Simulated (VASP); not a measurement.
Bi:

```
Bi
1.0
     4.50620    0.00000    0.00000
    -2.25310    3.90248    0.00000
     0.00000    0.00000    9.50168
Bi
4
Direct
  0.00000 0.00000 0.80922
  0.00000 0.00000 0.19078
  0.33333 0.66667 0.63527
  0.66667 0.33333 0.36473
```

Base run:

* Program: VASP 6.6.1
* Functional: LDA
* Potentials or basis: VASP PAW LDA potentials, release 64 (Bi_d)
* Cutoff: 520 eV
* k mesh: 12 × 12 × 6
* Occupations: gaussian, width 0.1 eV
* Spin: no spin polarisation

Its results: band gap on the k mesh zero (bands 30 and 31 overlap by 0.27 eV); pressure -2.8 GPa; largest force 0.258 eV/Å.

The run is repeated on the same cell with these changes: functional from LDA to PBE; potentials or basis from VASP PAW LDA potentials, release 64 (Bi_d) to VASP PAW PBE potentials, release 64 (Bi_d). What comes out?

Band gap on the k mesh zero (bands 30 and 31 overlap by 0.24 eV); pressure -0.1 GPa; largest force 0.010 eV/Å.

Caveats: spin-orbit coupling is left out, which moves the levels of the heavy elements.
